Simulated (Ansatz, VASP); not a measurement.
**SnGe4 in VASP and in Ansatz**

```
CELL_PARAMETERS angstrom
-3.81202 3.81202 1.83294
3.81202 -3.81202 1.83294
3.81202 3.81202 -1.83294
ATOMIC_POSITIONS crystal
Sn 0.00000 0.00000 0.00000
Ge 0.15902 0.62071 0.77973
Ge 0.84098 0.37929 0.22027
Ge 0.37929 0.15902 0.53831
Ge 0.62071 0.84098 0.46169
```

Alike in both runs: functional PBE; k mesh 10 × 10 × 10; occupations gaussian, width 0.1 eV; no spin polarisation.

Ansatz relaxed the structure, and its values are those at the end. VASP's run is a single point on that final structure, the one shown.

|  | VASP | Ansatz |
| --- | --- | --- |
| version | VASP 6.6.1 | Ansatz 0.2.0 |
| potentials or method | VASP PAW PBE potentials, release 64 (Sn_d, Ge_d), cutoff 520 eV | scalar-relativistic, plane waves, PAW |
| valence electrons in the cell | 70 | 70 |

Ansatz gave:

- gap on the k mesh at the Fermi level (eV): none
- pressure (GPa): 0.0
- rms of the force components (eV/Å): 0.001

What did VASP give for the same quantities?

gap on the k mesh at the Fermi level (eV): none; pressure (GPa): 0.1; rms of the force components (eV/Å): 0.004.

A gap of «none» marks a metal or a gap that the smearing closes. With one functional, cell and mesh, what is left measures potentials, basis and numerics.
